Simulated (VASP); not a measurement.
# LiTaO2 (Pmmm) in VASP: further runs

Runs on LiTaO2. Level: PBE. Tasks: single point.

Program: VASP 6.6.1. These are calculated values, not measurements. Logs are shortened: lines on timing, memory, paths and dates and some standing lists are left out, and cuts for length are marked.

## 1. The cell of the first run

The structure is orthorhombic, space group Pmmm (No. 47). The conventional cell has a = 2.718 Å, b = 3.237 Å, c = 5.216 Å, α = 90.00°, β = 90.00°, γ = 90.00°. Within 2.4 Å of Li (site symmetry mmm) lie 4 O at 1.81 Å. Ta (site symmetry mmm) has 4 O at 2.15 Å and 2 Ta at 2.72 Å within 2.8 Å. O (site symmetry mm2) has 2 Li at 1.81 Å and 2 Ta at 2.15 Å and 1 O at 2.39 Å within 2.4 Å.

The cell was built from a structure type or drawn by symmetry, and may not be a known phase.

## 2. Single point, PBE, collinear spin

The input, INCAR:

```
SYSTEM = LiTaO2
PREC = Accurate
ENCUT = 520
EDIFF = 1E-6
ISMEAR = 0
SIGMA = 0.1
LREAL = .False.
LASPH = .True.
NELM = 150
ALGO = Normal
ISIF = 2
LWAVE = .False.
LCHARG = .True.
ISPIN = 2
MAGMOM = 0 1 0 0
LORBIT = 11
LMAXMIX = 4
GGA = PE
LELF = .True.
LVHAR = .True.
NBANDS = 25
```

The input, KPOINTS:

```
Automatic mesh
0
Gamma
  6 6 4
  0 0 0
```

The input, POSCAR:

```
LiTaO2
1.0
    2.7183820100      0.0000000000      0.0000000000
    0.0000000000      3.2371193400      0.0000000000
    0.0000000000      0.0000000000      5.2160187400
Li Ta O
1 1 2
Direct
    0.5000000000      0.5000000000      0.5000000000
    0.0000000000      0.0000000000      0.0000000000
    0.0000000000      0.5000000000      0.2708497900
    0.0000000000      0.5000000000      0.7291502100
```

Potentials or basis: VASP PAW PBE potentials, release 64 (Li_sv, Ta_pv, O).

Run with:

```console
$ cat potpaw_PBE.64/Li_sv/POTCAR potpaw_PBE.64/Ta_pv/POTCAR potpaw_PBE.64/O/POTCAR > POTCAR
$ mpirun -np 1 vasp_std > vasp.out
```

OUTCAR:

```text
SYSTEM = LiTaO2
   PREC = Accurate
   ENCUT = 520
   EDIFF = 1E-6
   ISMEAR = 0
   LREAL = .False.
   LASPH = .True.
   NELM = 150
   ISIF = 2
   ISPIN = 2
   LORBIT = 11
   GGA = PE

 ion  position               nearest neighbor table
   1  0.500  0.500  0.500-   3 1.81   4 1.81   3 1.81   4 1.81
   2  0.000  0.000  0.000-   3 2.15   4 2.15   3 2.15   4 2.15
   3  0.000  0.500  0.271-   1 1.81   1 1.81   2 2.15   2 2.15
   4  0.000  0.500  0.729-   1 1.81   1 1.81   2 2.15   2 2.15

  LATTYP: Found a simple orthorhombic cell.
 ALAT       =     2.7183820100
 B/A-ratio  =     1.1908257662
 C/A-ratio  =     1.9187953425

  Lattice vectors:

 A1 = (   2.7183820100,   0.0000000000,   0.0000000000)
 A2 = (   0.0000000000,   3.2371193400,   0.0000000000)
 A3 = (   0.0000000000,   0.0000000000,   5.2160187400)

Analysis of symmetry for initial positions (statically):
=====================================================================
 Subroutine PRICEL returns:
 Original cell was already a primitive cell.

 Routine SETGRP: Setting up the symmetry group for a
 simple orthorhombic supercell.

 Subroutine GETGRP returns: Found  8 space group operations
 (whereof  8 operations were pure point group operations)
 out of a pool of  8 trial point group operations.

The static configuration has the point symmetry D_2h.

Analysis of symmetry for dynamics (positions and initial velocities):
=====================================================================
 Subroutine PRICEL returns:
 Original cell was already a primitive cell.

 Routine SETGRP: Setting up the symmetry group for a
 simple orthorhombic supercell.

 Subroutine GETGRP returns: Found  8 space group operations
 (whereof  8 operations were pure point group operations)
 out of a pool of  8 trial point group operations.

The dynamic configuration has the point symmetry D_2h.

Analysis of structural, dynamic, and magnetic symmetry:
=====================================================================
 Subroutine PRICEL returns:
 Original cell was already a primitive cell.

 Routine SETGRP: Setting up the symmetry group for a
 simple orthorhombic supercell.

 Subroutine GETGRP returns: Found  8 space group operations
 (whereof  8 operations were pure point group operations)
 out of a pool of  8 trial point group operations.

The overall configuration has the point symmetry D_2h.

 Subroutine INISYM returns: Found  8 space group operations
 (whereof  8 operations are pure point group operations),
 and found     1 'primitive' translations

----------------------------------------------------------------------------------------

                                     Primitive cell

  volume of cell :      45.8995

  direct lattice vectors                    reciprocal lattice vectors
     2.718382010  0.000000000  0.000000000     0.367865884  0.000000000  0.000000000
     0.000000000  3.237119340  0.000000000     0.000000000  0.308916631  0.000000000
     0.000000000  0.000000000  5.216018740     0.000000000  0.000000000  0.191717103

  length of vectors
     2.718382010  3.237119340  5.216018740     0.367865884  0.308916631  0.191717103

  position of ions in fractional coordinates (direct lattice)
     0.500000000  0.500000000  0.500000000
     0.000000000  0.000000000  0.000000000
     0.000000000  0.500000000  0.270849790
     0.000000000  0.500000000  0.729150210

  ion indices of the primitive-cell ions
   primitive index   ion index
                 1           1
                 2           2
                 3           3
                 4           4

----------------------------------------------------------------------------------------

 KPOINTS: Automatic mesh

Automatic generation of k-mesh.
 Grid dimensions read from file:
 generate k-points for:    6    6    4

 Generating k-lattice:

  Cartesian coordinates                     Fractional coordinates (reciprocal lattice)
     0.061310981  0.000000000  0.000000000     0.166666667  0.000000000  0.000000000
     0.000000000  0.051486105  0.000000000     0.000000000  0.166666667  0.000000000
     0.000000000  0.000000000  0.047929276     0.000000000  0.000000000  0.250000000

  Length of vectors
     0.061310981  0.051486105  0.047929276

  Shift w.r.t. Gamma in fractional coordinates (k-lattice)
     0.000000000  0.000000000  0.000000000

 Subroutine IBZKPT returns following result:
 ===========================================

 Found     48 irreducible k-points:

 Following reciprocal coordinates:
            Coordinates               Weight
  0.000000  0.000000  0.000000      1.000000
  0.166667  0.000000  0.000000      2.000000
  0.333333  0.000000  0.000000      2.000000
  0.500000  0.000000  0.000000      1.000000
  0.000000  0.166667  0.000000      2.000000
  0.166667  0.166667  0.000000      4.000000
[... 16 lines left out ...]
  0.333333  0.166667  0.250000      8.000000
  0.500000  0.166667  0.250000      4.000000
 [... further k-points ...]
   k-points           NKPTS =     48   k-points in BZ     NKDIM =     48   number of bands    NBANDS=     25
   number of dos      NEDOS =    301   number of ions     NIONS =      4
   total plane-waves  NPLWV =  19200
   dimension x,y,z NGX =    20 NGY =   24 NGZ =   40
   dimension x,y,z NGXF=    40 NGYF=   48 NGZF=   80
   ions per type =               1   1   2
   NGX,Y,Z   is equivalent  to a cutoff of  12.23, 12.33, 12.75 a.u.
   NGXF,Y,Z  is equivalent  to a cutoff of  24.46, 24.65, 25.50 a.u.
 SYSTEM =  LiTaO2
   PREC   = accura    normal or accurate (medium, high low for compatibility)
   ISTART =      0    job   : 0-new  1-cont  2-samecut
   ICHARG =      2    charge: 1-file 2-atom 10-const
   ISPIN  =      2    spin polarized calculation?
   LNONCOLLINEAR =      F non collinear calculations
   LSORBIT =      F    spin-orbit coupling
   LASPH  =      T    aspherical Exc in radial PAW
   ENCUT  =  520.0 eV  38.22 Ry    6.18 a.u.   5.05  6.02  9.70*2*pi/ulx,y,z
   NELM   =    150;   NELMIN=  2; NELMDL= -5     # of ELM steps
   EDIFF  = 0.1E-05   stopping-criterion for ELM
   LREAL  =      F    real-space projection
   EDIFFG = 0.1E-04   stopping-criterion for IOM
   NSW    =      0    number of steps for IOM
   IBRION =     -1    ionic relax: 0-MD 1-quasi-New 2-CG
   NFREE  =      0    steps in history (QN), initial steepest desc. (CG)
   ISIF   =      2    stress and relaxation
   ISYM   =      2    0-nonsym 1-usesym 2-fastsym
   POTIM  = 0.5000    time-step for ionic-motion
   TEBEG  =    0.0;   TEEND  =   0.0 temperature during run
   PSTRESS=    0.0 pullay stress
   NELECT =      26.0000    total number of electrons
   NUPDOWN=      -1.0000    fix difference up-down
   EMIN   =  10.00;   EMAX   =-10.00  energy-range for DOS
   EFERMI =   0.00;   METHOD = LEGACY
   ISMEAR =     0;   SIGMA  =   0.10  broadening in eV -4-tet -1-fermi 0-gaus
   EFERMI_NEDOS =   21; number of points for ismear=-14 and -15
   IALGO  =     38    algorithm
   IMIX   =      4    mixing-type and parameters
     AMIX     =   0.40;   BMIX     =  1.00
     AMIX_MAG =   1.60;   BMIX_MAG =  1.00
  volume/ion in A,a.u.               =      11.47        77.44
  Fermi-wavevector in a.u.,A,eV,Ry     =   1.354555  2.559737 24.964215  1.834818
  Thomas-Fermi vector in A             =   2.481716
   LORBIT       =     11    0 simple, 1 ext, 2 COOP (PROOUT), +10 PAW based schemes
   GGA     = PE    functional components
   LHFCALC =     F    Hartree Fock is set to
   AEXX    =    0.0000 exact exchange contribution
   IVDW    =     0    specifies the selected vdW correction
   LEPSILON=     F    determine dielectric tensor
   LRPA    =     F    only Hartree local field effects (RPA)
 spin polarized calculation
 Gauss-broadening in eV      SIGMA  =   0.10
  energy-cutoff  :      520.00
  volume of cell :       45.90
 maximum number of plane-waves:      1256
   NGX = 11   NGY = 13   NGZ = 19

 number of electron      25.9999990 magnetization      -0.0007239

 number of electron      25.9999990 magnetization       0.0001216

 Free energy of the ion-electron system (eV)
  ---------------------------------------------------
  ext. energy  EPLUGINS =         0.00000000
  ---------------------------------------------------
  free energy    TOTEN  =       -30.81862656 eV

  energy without entropy =      -30.81359903  energy(sigma->0) =      -30.81611280

 E-fermi :   4.5336     XC(G=0): -10.7618

 val. band max:        4.3779896653   @ k =   0.0000   0.0000   0.0000
 cond. band min:       4.5772376981   @ k =   0.3333   0.1667   0.0000
 fundamental gap:      0.1992480329
 Fermi energy:         4.5336383566

 spin component 1

 k-point     1 :       0.0000    0.0000    0.0000
  band No.  band energies     occupation
      1     -39.8067      1.00000
      2     -31.3629      1.00000
      3     -31.1886      1.00000
      4     -30.4668      1.00000
      5     -15.0711      1.00000
      6     -13.8698      1.00000
[... 17 lines left out ...]
     24      19.1553      0.00000
     25      19.6032      0.00000

 k-point     2 :       0.1667    0.0000    0.0000
  band No.  band energies     occupation
      1     -39.7966      1.00000
      2     -31.3285      1.00000
      3     -31.1578      1.00000
      4     -30.7832      1.00000
      5     -14.9659      1.00000
      6     -13.7305      1.00000
[... 17 lines left out ...]
     24      19.5948      0.00000
     25      19.8831      0.00000
[... 586 lines left out ...]
     24      18.6864      0.00000
     25      19.8415      0.00000

 k-point    24 :       0.5000    0.1667    0.2500
  band No.  band energies     occupation
      1     -39.7650      1.00000
      2     -31.6522      1.00000
      3     -31.2084      1.00000
      4     -31.1427      1.00000
      5     -14.3265      1.00000
      6     -13.5664      1.00000
[... 17 lines left out ...]
     24      18.2844      0.00000
     25      21.0558      0.00000

 [... further k-points ...]

 spin component 2

 k-point     1 :       0.0000    0.0000    0.0000
  band No.  band energies     occupation
      1     -39.8067      1.00000
      2     -31.3628      1.00000
      3     -31.1885      1.00000
      4     -30.4667      1.00000
      5     -15.0711      1.00000
      6     -13.8698      1.00000
[... 17 lines left out ...]
     24      19.1553      0.00000
     25      19.6032      0.00000

 k-point     2 :       0.1667    0.0000    0.0000
  band No.  band energies     occupation
      1     -39.7966      1.00000
      2     -31.3283      1.00000
      3     -31.1577      1.00000
      4     -30.7831      1.00000
      5     -14.9658      1.00000
      6     -13.7305      1.00000
[... 17 lines left out ...]
     24      19.5949      0.00000
     25      19.8831      0.00000
[... 586 lines left out ...]
     24      18.6865      0.00000
     25      19.8415      0.00000

 k-point    24 :       0.5000    0.1667    0.2500
  band No.  band energies     occupation
      1     -39.7649      1.00000
      2     -31.6521      1.00000
      3     -31.2083      1.00000
      4     -31.1426      1.00000
      5     -14.3265      1.00000
      6     -13.5663      1.00000
[... 17 lines left out ...]
     24      18.2845      0.00000
     25      21.0447      0.00000

 [... further k-points ...]

------------------------ aborting loop because EDIFF is reached ----------------------------------------

  FORCE on cell =-STRESS in cart. coord.  units (eV):
  Direction    XX          YY          ZZ          XY          YZ          ZX
  --------------------------------------------------------------------------------------
  -------------------------------------------------------------------------------------
  Total        6.6209367     -9.0282999     -0.7345006      0.0000000      0.0000000      0.0000000
  in kB      231.1115660   -315.1434002    -25.6386070      0.0000000      0.0000000      0.0000000
  external PRESSURE =     -36.5568138 kB  Pullay stress =       0.0000000 kB

 VOLUME and BASIS-vectors are now :
 -----------------------------------------------------------------------------
  energy-cutoff  :      520.00
  volume of cell :       45.90
      direct lattice vectors                 reciprocal lattice vectors
     2.718382010  0.000000000  0.000000000     0.367865884  0.000000000  0.000000000
     0.000000000  3.237119340  0.000000000     0.000000000  0.308916631  0.000000000
     0.000000000  0.000000000  5.216018740     0.000000000  0.000000000  0.191717103

 POSITION                                       TOTAL-FORCE (eV/Angst)
 -----------------------------------------------------------------------------------
      1.35919      1.61856      2.60801        -0.000000     -0.000000      0.000000
      0.00000      0.00000      0.00000        -0.000000     -0.000000      0.000000
      0.00000      1.61856      1.41276        -0.000000      0.000000     -3.989836
      0.00000      1.61856      3.80326         0.000000      0.000000      3.989836
 -----------------------------------------------------------------------------------
    total drift:                               -0.000000      0.000000      0.000000

  FREE ENERGIE OF THE ION-ELECTRON SYSTEM (eV)
  ---------------------------------------------------
  free  energy   TOTEN  =       -30.8186265634 eV

  energy  without entropy=      -30.8135990277  energy(sigma->0) =      -30.81611280

 total charge

# of ion       s       p       d       tot
------------------------------------------
    1        2.044   0.093   0.000   2.137
    2        0.343   6.152   2.229   8.724
    3        1.568   3.460   0.000   5.028
    4        1.568   3.460   0.000   5.028
--------------------------------------------------
tot          5.524  13.165   2.229  20.918

 magnetization (x)

# of ion       s       p       d       tot
------------------------------------------
    1        0.000  -0.000   0.000  -0.000
    2       -0.000   0.000   0.000   0.000
    3       -0.000   0.000   0.000   0.000
    4       -0.000   0.000   0.000   0.000
--------------------------------------------------
tot         -0.000   0.000   0.000   0.000
```

It took 2.4 min on 1 thread of Intel Xeon 8259CL, shared host; peak memory 0.22 GiB.

What came out:

| Quantity | Value |
| --- | --- |
| Free energy | -30.8186 eV |
| Largest force | 3.990 eV/Å |
| Band gap on the k mesh | zero (filled and empty bands overlap) |
| Net moment | 0.00 μB per cell |
| Valence electrons inside the program's atomic spheres | Li 2.14; Ta 8.72; O 5.03 |

Forces in eV/Å, atoms in the order of the input:
```
Li   0.000  0.000  0.000
Ta   0.000  0.000  0.000
O    0.000  0.000 -3.990
O    0.000  0.000  3.990
```

Levels at points of the mesh, in eV from the Fermi level:
Spin up:
```tsv
k point	band 9	band 10	band 11	band 12	band 13	band 14	band 15	band 16	band 17	band 18
(0.00, 0.00, 0.00)	-4.53	-4.09	-2.78	-2.51	-2.48	-0.16	3.22	3.59	3.86	5.44
(0.50, 0.00, 0.00)	-5.72	-5.24	-3.49	-2.08	-0.71	0.17	0.90	4.67	5.13	6.11
(0.00, 0.50, 0.00)	-4.49	-3.88	-3.75	-3.15	-2.04	1.97	3.05	3.38	5.39	5.74
(0.50, 0.50, 0.00)	-5.29	-4.97	-3.70	-3.30	-2.00	-0.28	2.72	3.00	5.92	6.69
(0.00, 0.00, 0.50)	-4.61	-4.44	-3.55	-3.00	-2.25	0.42	3.11	3.59	3.78	5.14
(0.50, 0.00, 0.50)	-5.48	-5.13	-4.74	-3.09	-0.69	0.24	1.41	4.66	5.74	6.26
(0.00, 0.50, 0.50)	-5.46	-3.86	-3.76	-2.74	-2.57	2.14	3.03	3.55	4.92	5.00
(0.50, 0.50, 0.50)	-5.52	-4.72	-4.39	-3.00	-2.23	-0.38	2.77	4.53	5.46	6.84
```
Spin down:
```csv
k point,band 11,band 12,band 13,band 14,band 15,band 16
"(0.00, 0.00, 0.00)",-2.78,-2.51,-2.48,-0.16,3.22,3.59
"(0.50, 0.00, 0.00)",-3.49,-2.08,-0.71,0.17,0.90,4.67
"(0.00, 0.50, 0.00)",-3.75,-3.15,-2.04,1.97,3.05,3.38
"(0.50, 0.50, 0.00)",-3.70,-3.30,-2.00,-0.28,2.72,3.00
"(0.00, 0.00, 0.50)",-3.55,-3.00,-2.25,0.42,3.11,3.59
"(0.50, 0.00, 0.50)",-4.74,-3.09,-0.69,0.24,1.41,4.66
"(0.00, 0.50, 0.50)",-3.76,-2.74,-2.57,2.14,3.03,3.55
"(0.50, 0.50, 0.50)",-4.39,-3.00,-2.23,-0.38,2.77,4.53
```

Caveat: the k points lie up to 0.39 Å⁻¹ apart, too coarse for converged energies and pressures of a metal; the cutoff is under 1.25 times the usual one of these potentials, so pressure, stress and relaxed cells hold a basis-set (Pulay) error; spin-orbit coupling is left out, which moves the levels of the heavy elements; forces of over 1 eV/Å act on the atoms, so gaps and moduli don't describe the material at rest.

(Part 1 of 2 ends here.)
